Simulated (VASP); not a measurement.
# PtPb (P6_3/mmc) in VASP: further runs, part 2 of 2

VASP 6.6.1.

## Step 5: Single point, LDA (zz strain of +2 %)

Input file INCAR:

```
ALGO = Normal
EDIFF = 1E-7
ENCUT = 520
ISIF = 2
ISMEAR = -1
LASPH = T
LCHARG = F
LREAL = F
LWAVE = F
NBANDS = 32
NELM = 60
PREC = Accurate
SIGMA = 0.05
```

Input file KPOINTS:

```
k-points
0
Gamma
  10 10 7
```

Input file POSCAR:

```
PtPb
1.0
    4.2500008807      0.0000000000      0.0000000000
   -2.1250004404      3.6806087288      0.0000000000
    0.0000000000      0.0000000000      5.5651200000
Pt Pb
2 2
Direct
    0.3333333333      0.6666666667      0.2500000000
    0.6666666667      0.3333333333      0.7500000000
    0.0000000000      0.0000000000      0.0000000000
    0.0000000000      0.0000000000      0.5000000000
```

Potentials or basis: VASP PAW LDA potentials, release 64 (Pt, Pb_d).

On the command line:

```console
cat potpaw_LDA.64/Pt/POTCAR potpaw_LDA.64/Pb_d/POTCAR > POTCAR
mpirun -np 1 vasp_std > vasp.out
```

OUTCAR:

```text
EDIFF = 1E-7
   ENCUT = 520
   ISIF = 2
   ISMEAR = -1
   LASPH = T
   LREAL = F
   NELM = 60
   PREC = Accurate

 ion  position               nearest neighbor table
   1  0.333  0.667  0.250-   3 2.82   4 2.82   3 2.82   4 2.82   3 2.82   4 2.82
   2  0.667  0.333  0.750-   3 2.82   4 2.82   3 2.82   4 2.82   3 2.82   4 2.82
   3  0.000  0.000  0.000-   4 2.78   4 2.78   1 2.82   2 2.82   2 2.82   1 2.82   2 2.82   1 2.82

   4  0.000  0.000  0.500-   3 2.78   3 2.78   1 2.82   2 2.82   2 2.82   1 2.82   2 2.82   1 2.82

  LATTYP: Found a hexagonal cell.
 ALAT       =     4.2500008807
 C/A-ratio  =     1.3094397287

  Lattice vectors:

 A1 = (   4.2500008807,   0.0000000000,   0.0000000000)
 A2 = (  -2.1250004404,   3.6806087288,   0.0000000000)
 A3 = (   0.0000000000,   0.0000000000,   5.5651200000)

Analysis of symmetry for initial positions (statically):
=====================================================================
 Subroutine PRICEL returns:
 Original cell was already a primitive cell.

 Routine SETGRP: Setting up the symmetry group for a
 hexagonal supercell.

 Subroutine GETGRP returns: Found 24 space group operations
 (whereof 12 operations were pure point group operations)
 out of a pool of 24 trial point group operations.

The static configuration has the point symmetry D_3d.
 The point group associated with its full space group is D_6h.

Analysis of symmetry for dynamics (positions and initial velocities):
=====================================================================
 Subroutine PRICEL returns:
 Original cell was already a primitive cell.

 Routine SETGRP: Setting up the symmetry group for a
 hexagonal supercell.

 Subroutine GETGRP returns: Found 24 space group operations
 (whereof 12 operations were pure point group operations)
 out of a pool of 24 trial point group operations.

The dynamic configuration has the point symmetry D_3d.
 The point group associated with its full space group is D_6h.

 Subroutine INISYM returns: Found 24 space group operations
 (whereof 12 operations are pure point group operations),
 and found     1 'primitive' translations

----------------------------------------------------------------------------------------

                                     Primitive cell

  volume of cell :      87.0529

  direct lattice vectors                    reciprocal lattice vectors
     4.250000881  0.000000000  0.000000000     0.235294069  0.135847094  0.000000000
    -2.125000440  3.680608729  0.000000000     0.000000000  0.271694188  0.000000000
     0.000000000  0.000000000  5.565120000     0.000000000  0.000000000  0.179690645

  length of vectors
     4.250000881  4.250000881  5.565120000     0.271694188  0.271694188  0.179690645

  position of ions in fractional coordinates (direct lattice)
     0.333333333  0.666666667  0.250000000
     0.666666667  0.333333333  0.750000000
     0.000000000  0.000000000  0.000000000
     0.000000000  0.000000000  0.500000000

  ion indices of the primitive-cell ions
[... 22 lines left out ...]
     0.027169419  0.027169419  0.025670092

  Shift w.r.t. Gamma in fractional coordinates (k-lattice)
     0.000000000  0.000000000  0.000000000

 Subroutine IBZKPT returns following result:
 ===========================================

 Found     56 irreducible k-points:

 Following reciprocal coordinates:
            Coordinates               Weight
  0.000000  0.000000  0.000000      1.000000
  0.100000 -0.000000  0.000000      6.000000
  0.200000 -0.000000  0.000000      6.000000
  0.300000 -0.000000  0.000000      6.000000
  0.400000 -0.000000  0.000000      6.000000
  0.500000  0.000000  0.000000      3.000000
[... 16 lines left out ...]
  0.300000  0.100000  0.142857     24.000000
  0.400000  0.100000  0.142857     24.000000
 [... further k-points ...]
   k-points           NKPTS =     56   k-points in BZ     NKDIM =     56   number of bands    NBANDS=     32
   number of dos      NEDOS =    301   number of ions     NIONS =      4
   total plane-waves  NPLWV =  43008
   dimension x,y,z NGX =    32 NGY =   32 NGZ =   42
   dimension x,y,z NGXF=    64 NGYF=   64 NGZF=   84
   ions per type =               2   2
   NGX,Y,Z   is equivalent  to a cutoff of  12.52, 12.52, 12.55 a.u.
   NGXF,Y,Z  is equivalent  to a cutoff of  25.03, 25.03, 25.09 a.u.
 SYSTEM =  unknown system
   PREC   = accura    normal or accurate (medium, high low for compatibility)
   ISTART =      0    job   : 0-new  1-cont  2-samecut
   ICHARG =      2    charge: 1-file 2-atom 10-const
   ISPIN  =      1    spin polarized calculation?
   LNONCOLLINEAR =      F non collinear calculations
   LSORBIT =      F    spin-orbit coupling
   LASPH  =      T    aspherical Exc in radial PAW
   ENCUT  =  520.0 eV  38.22 Ry    6.18 a.u.   7.90  7.90 10.35*2*pi/ulx,y,z
   NELM   =     60;   NELMIN=  2; NELMDL= -5     # of ELM steps
   EDIFF  = 0.1E-06   stopping-criterion for ELM
   LREAL  =      F    real-space projection
   EDIFFG = 0.1E-05   stopping-criterion for IOM
   NSW    =      0    number of steps for IOM
   IBRION =     -1    ionic relax: 0-MD 1-quasi-New 2-CG
   NFREE  =      0    steps in history (QN), initial steepest desc. (CG)
   ISIF   =      2    stress and relaxation
   ISYM   =      2    0-nonsym 1-usesym 2-fastsym
   POTIM  = 0.5000    time-step for ionic-motion
   TEBEG  =    0.0;   TEEND  =   0.0 temperature during run
   PSTRESS=    0.0 pullay stress
   NELECT =      48.0000    total number of electrons
   NUPDOWN=      -1.0000    fix difference up-down
   EMIN   =  10.00;   EMAX   =-10.00  energy-range for DOS
   EFERMI =   0.00;   METHOD = LEGACY
   ISMEAR =    -1;   SIGMA  =   0.05  broadening in eV -4-tet -1-fermi 0-gaus
   EFERMI_NEDOS =   21; number of points for ismear=-14 and -15
   IALGO  =     38    algorithm
   IMIX   =      4    mixing-type and parameters
     AMIX     =   0.40;   BMIX     =  1.00
     AMIX_MAG =   1.60;   BMIX_MAG =  1.00
  volume/ion in A,a.u.               =      21.76       146.87
  Fermi-wavevector in a.u.,A,eV,Ry     =   1.342438  2.536840 24.519593  1.802139
  Thomas-Fermi vector in A             =   2.470592
   LORBIT       =      0    0 simple, 1 ext, 2 COOP (PROOUT), +10 PAW based schemes
   GGA     = CA    functional components
   LHFCALC =     F    Hartree Fock is set to
   AEXX    =    0.0000 exact exchange contribution
   IVDW    =     0    specifies the selected vdW correction
   LEPSILON=     F    determine dielectric tensor
   LRPA    =     F    only Hartree local field effects (RPA)
 non-spin polarized calculation
  energy-cutoff  :      520.00
  volume of cell :       87.05
 maximum number of plane-waves:      2368
 NGX is ok and might be reduce to    32
   NGX = 15   NGY = 15   NGZ = 21

 number of electron      48.0000009 magnetization

 Free energy of the ion-electron system (eV)
  ---------------------------------------------------
  ext. energy  EPLUGINS =         0.00000000
  ---------------------------------------------------
  free energy    TOTEN  =       -21.91474956 eV

  energy without entropy =      -21.89468274  energy(sigma->0) =      -21.90471615

 E-fermi :   8.4224     XC(G=0): -11.6998

 val. band max:        8.4184188544   @ k =   0.2000   0.2000   0.1429
 cond. band min:       8.4287710084   @ k =   0.3000   0.2000   0.2857
 fundamental gap:      0.0103521541
 Fermi energy:         8.4224112668

 k-point     1 :       0.0000    0.0000    0.0000
  band No.  band energies     occupation
      1      -9.6338      2.00000
      2      -8.9782      2.00000
      3      -8.9782      2.00000
      4      -8.4966      2.00000
      5      -8.4966      2.00000
      6      -8.4662      2.00000
[... 829 lines left out ...]
     31      15.7896      0.00000
     32      18.2364      0.00000

 [... further k-points ...]

------------------------ aborting loop because EDIFF is reached ----------------------------------------

  FORCE on cell =-STRESS in cart. coord.  units (eV):
  Direction    XX          YY          ZZ          XY          YZ          ZX
  --------------------------------------------------------------------------------------
  -------------------------------------------------------------------------------------
  Total       -2.0330919     -2.0330919     10.4065136      0.0000000      0.0000000     -0.0000000
  in kB      -37.4183291    -37.4183291    191.5281582      0.0000000      0.0000000     -0.0000000
  external PRESSURE =      38.8971667 kB  Pullay stress =       0.0000000 kB

 VOLUME and BASIS-vectors are now :
 -----------------------------------------------------------------------------
  energy-cutoff  :      520.00
  volume of cell :       87.05
      direct lattice vectors                 reciprocal lattice vectors
     4.250000881  0.000000000  0.000000000     0.235294069  0.135847094  0.000000000
    -2.125000440  3.680608729  0.000000000     0.000000000  0.271694188  0.000000000
     0.000000000  0.000000000  5.565120000     0.000000000  0.000000000  0.179690645

 POSITION                                       TOTAL-FORCE (eV/Angst)
 -----------------------------------------------------------------------------------
     -0.00000      2.45374      1.39128        -0.000000      0.000000      0.000000
      2.12500      1.22687      4.17384         0.000000     -0.000000      0.000000
      0.00000      0.00000      0.00000        -0.000000     -0.000000      0.000000
      0.00000      0.00000      2.78256         0.000000     -0.000000      0.000000
 -----------------------------------------------------------------------------------
    total drift:                               -0.000000      0.000000      0.000000

  FREE ENERGIE OF THE ION-ELECTRON SYSTEM (eV)
  ---------------------------------------------------
  free  energy   TOTEN  =       -21.9147495585 eV

  energy  without entropy=      -21.8946827386  energy(sigma->0) =      -21.90471615
```

stdout:

```text
POSCAR found type information on POSCAR PtPb
 POSCAR found :  2 types and       4 ions
 scaLAPACK will be used
 LDA part: xc-table for (Slater(with rela. corr.)+CA(PZ))
 , standard interpolation
 POSCAR, INCAR and KPOINTS ok, starting setup
 FFT: planning ... GRIDC
 FFT: planning ... GRID_SOFT
 FFT: planning ... GRID
 WAVECAR not read
 entering main loop
```

It took 46 s on 1 thread of Intel Xeon 6975P-C (Granite Rapids), shared host; peak memory 0.26 GiB.

Results:

```yaml
Free_energy: -21.9147 eV
Pressure: 3.9 GPa
Band_gap_on_the_k_mesh: zero (band 24 reaches 10.52 eV, above the bottom of band 25 at 7.66 eV)
```

Stress tensor (GPa, compression positive):
```
-3.74  0.00  0.00
 0.00 -3.74  0.00
 0.00  0.00 19.15
```

Levels at points of the mesh, in eV from the Fermi level:
| k point | band 20 | band 21 | band 22 | band 23 | band 24 | band 25 | band 26 | band 27 | band 28 | band 29 |
| --- | --- | --- | --- | --- | --- | --- | --- | --- | --- | --- |
| (0.00, 0.00, 0.00) | -2.57 | -2.57 | -2.28 | -1.33 | 2.08 | 3.36 | 3.36 | 5.42 | 5.66 | 5.66 |
| (0.50, 0.00, 0.00) | -2.13 | -1.96 | -1.77 | -0.82 | -0.78 | -0.22 | 0.69 | 0.72 | 5.51 | 6.73 |

Caveat: the cell differs from its parent crystal (zz strain of +2 %); spin-orbit coupling is left out, which moves the levels of the heavy elements.

## Step 6: The runs side by side

| cell | gap on the mesh (eV) | pressure (GPa) |
| --- | --- | --- |
| a = 4.250, b = 4.250, c = 5.347 Å, angles 90.0, 90.0, 120.0°, 4 atoms | none | 10.3 |
| a = 4.250, b = 4.250, c = 5.401 Å, angles 90.0, 90.0, 120.0°, 4 atoms | none | 8.5 |
| a = 4.250, b = 4.250, c = 5.511 Å, angles 90.0, 90.0, 120.0°, 4 atoms | none | 5.3 |
| a = 4.250, b = 4.250, c = 5.565 Å, angles 90.0, 90.0, 120.0°, 4 atoms | none | 3.9 |

Alike in all rows: task single point; level LDA; potentials or basis VASP PAW LDA potentials, release 64 (Pt, Pb_d); no spin polarisation; k mesh 10 × 10 × 7; cutoff (eV) 520; smearing fermi-dirac 0.05 eV.

Caveats: spin-orbit coupling is left out, which moves the levels of the heavy elements.

Absolute energies hang on the potentials; compare differences alone.
